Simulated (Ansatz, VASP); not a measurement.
**One calculation of Zr, two programs**

```
Zr
1.0
     3.23200   -0.03232   -0.03232
    -1.64399    2.81515   -0.01183
    -0.05147   -0.05147    5.14700
Zr
2
Cartesian
  -0.0315 1.8531 1.2681
  1.5681 0.8782 3.8348
```

Change from the starting cell: equal xy, yz and zx shear strains of -2 %, PAW files.

Alike in both runs: task electric field gradients; functional LDA; k mesh 13 × 13 × 7; occupations fermi-dirac, width 0.03 eV; no spin polarisation.

```csv
,VASP,Ansatz
version,VASP 6.6.1,Ansatz 0.2.0
potentials or method,"VASP PAW LDA potentials, release 64 (Zr_sv)","PAW with Ansatz's default frozen-core files, scalar-relativistic"
plane-wave cutoff (eV),520,420
valence electrons in the cell,24,24
```

|  | VASP | Ansatz | Ansatz less VASP |
| --- | --- | --- | --- |
| pressure (GPa) | -6.0 | -6.1 | -0.08 |
| traceless stress, the component that is largest in VASP (GPa) | 0.83 | 0.83 | +0.005 |
| rms of the force components (eV/Å) | 0.021 | 0.021 | 0.0000 |
| size of Vzz on the site where it differs most (V/Å²) | 42.8 | 42.6 | -0.13 |

LDA's correlation is that of Perdew and Zunger in VASP and of Perdew and Wang (1992) in Ansatz. Atom by atom the forces differ by 0.000 eV/Å (rms over components).
